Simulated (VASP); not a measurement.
Here is a VASP 6.6.1 calculation.

The input INCAR:

```
PREC     = Accurate       # precision mode
ENCUT    = 520            # plane-wave cutoff, eV
EDIFF    = 1E-6           # SCF threshold, eV
ISMEAR   = 0              # smearing method
SIGMA    = 0.02           # smearing width, eV
LREAL    = False          # projectors in reciprocal space
LASPH    = True           # aspherical terms in the spheres
NELM     = 100            # most SCF steps
ALGO     = Normal         # electronic algorithm
ISIF     = 2              # what is computed and relaxed
LWAVE    = False          # write WAVECAR
LCHARG   = False          # write CHGCAR
GGA      = PS             # functional
NBANDS   = 27             # bands
```

Contents of KPOINTS:

```
regular mesh
0
Gamma
  8 8 6
```

Contents of POSCAR:

```
InSe
1.0
    5.8283825058     -2.0524326972     -0.0532132725
    5.8283825058      2.0524326972     -0.0532132725
   -1.6267987548      0.0000000000      4.5842029638
In Se
2 2
Direct
    0.8873848550      0.8873848550      0.0435286828
    0.1126151450      0.1126151450      0.9564713172
    0.6591295673      0.6591295673      0.6538269557
    0.3408704327      0.3408704327      0.3461730443
```

Potentials or basis: VASP PAW PBE potentials, release 64 (In_d, Se).

Launch:

```bash
$ cat potpaw_PBE.64/In_d/POTCAR potpaw_PBE.64/Se/POTCAR > POTCAR
$ mpirun -np 1 vasp_std > vasp.out
```

Task: What does it give for the band gap on the k mesh?

Result: 0.95 eV (least direct gap 1.17 eV).

Task: Estimate the pressure.

Result: -0.8 GPa.

Stress tensor (GPa, compression positive):
```
-0.79  0.00 -0.01
 0.00 -0.70  0.00
-0.01  0.00 -0.77
```

Caveat: the PAW data sets were made with another functional, which shifts forces and pressure a little; spin-orbit coupling is left out, which moves the levels of the heavy elements. A k mesh can miss the band edges.
